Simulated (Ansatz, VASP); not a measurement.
Two plane-wave programs on CdS

Contents of INCAR:

```
SYSTEM = CdS
PREC = Accurate
ENCUT = 520
EDIFF = 1E-6
ISMEAR = 0
SIGMA = 0.1
LREAL = .FALSE.
LASPH = .TRUE.
NELM = 60
ALGO = Normal
ISIF = 2
LWAVE = .FALSE.
LCHARG = .FALSE.
NBANDS = 26
```

Contents of KPOINTS:

```
Automatic mesh
0
G
  6 6 4
  0 0 0
```

Contents of POSCAR:

```
CdS
1.0
    4.1688381000      0.0000000000      0.0000000000
   -2.0844190500      3.6103197000      0.0000000000
    0.0000000000      0.0000000000      6.7796174100
Cd S
2 2
Direct
    0.6666666700      0.3333333300      0.5002243700
    0.3333333300      0.6666666700      0.0002243700
    0.6666666700      0.3333333300      0.8767756300
    0.3333333300      0.6666666700      0.3767756300
```

Input for Ansatz:

```yaml
crystal:
  lattice:
    - [4.1688381, 0.0, 0.0]
    - [-2.08441905, 3.6103197, 0.0]
    - [0.0, 0.0, 6.77961741]
  atoms:
    - { symbol: Cd, position: [0.66666667, 0.33333333, 0.50022437] }
    - { symbol: Cd, position: [0.33333333, 0.66666667, 0.00022437] }
    - { symbol: S, position: [0.66666667, 0.33333333, 0.87677563] }
    - { symbol: S, position: [0.33333333, 0.66666667, 0.37677563] }
basis:
  ecutwfc: 600.0
kpoints:
  mp_grid: { grid: [6, 6, 4] }
hamiltonian:
  xc: lda
  pseudopotentials: { kind: paw, azcp: { folder: soft_1 } }
scf:
  occupations: { method: gaussian, width: 0.1 }
output:
  forces: true
  stress: true
  eigenvalues: true
```

Alike in both runs: task single point; functional LDA; k mesh 6 × 6 × 4; occupations gaussian, width 0.1 eV; no spin polarisation.

|  | VASP | Ansatz |
| --- | --- | --- |
| version | VASP 6.6.1 | Ansatz 0.2.0 |
| potentials or method | VASP PAW LDA potentials, release 64 (Cd, S), cutoff 520 eV | scalar-relativistic, plane waves, PAW |
| valence electrons in the cell | 36 | 52 |

Ansatz gave:

| Property | Result |
| --- | --- |
| gap on the k mesh at the Fermi level (eV) | 0.88 |
| least direct gap on the mesh (eV) | 0.88 |
| pressure (GPa) | -3.9 |

Task: What did VASP give for the same quantities?

Result: gap on the k mesh at the Fermi level (eV): 0.90; least direct gap on the mesh (eV): 0.90; pressure (GPa): -3.5.

Ansatz warns that its potentials were made for another functional, while VASP's fit it. LDA's correlation is that of Perdew and Zunger in VASP and of Perdew and Wang (1992) in Ansatz. VASP's potentials hold 36 valence electrons a cell and Ansatz's 52, so a difference there can come from the potentials and not from the codes.
